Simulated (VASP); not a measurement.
Input of a VASP 6.6.1 run:

The input INCAR:

```
ALGO = Normal ; EDIFF = 1E-6
ENCUT = 500 ; GGA = PS
GGA_COMPAT = False ; ISIF = 2
ISMEAR = 0 ; LASPH = True
LCHARG = True ; LELF = True
LREAL = False ; LVHAR = True
LWAVE = False ; NBANDS = 17
NELM = 120 ; PREC = Accurate
SIGMA = 0.01
```

File KPOINTS:

```
k-points
0
Gamma
  6 6 6
```

The input POSCAR:

```
Na2S
1.0
    0.0000000000      3.1856634528      3.1856634528
    3.1856634528      0.0000000000      3.1856634528
    3.1856634528      3.1856634528      0.0000000000
Na S
2 1
Direct
    0.2500000000      0.2500000000      0.2500000000
    0.7500000000      0.7500000000      0.7500000000
    0.0000000000      0.0000000000      0.0000000000
```

Potentials or basis: VASP PAW PBE potentials, release 64 (Na_pv, S).

Command:

```sh
$ cat potpaw_PBE.64/Na_pv/POTCAR potpaw_PBE.64/S/POTCAR > POTCAR
$ mpirun -np 1 vasp_std > vasp.out
```

**Question.** Estimate the band gap on the k mesh.

**Answer.** 2.62 eV, direct.

**Question.** Estimate the pressure.

**Answer.** 2.1 GPa.

Caveat: the PAW data sets were made with another functional, which shifts forces and pressure a little. A hybrid or GW would open this gap; PBEsol tends to underestimate it.
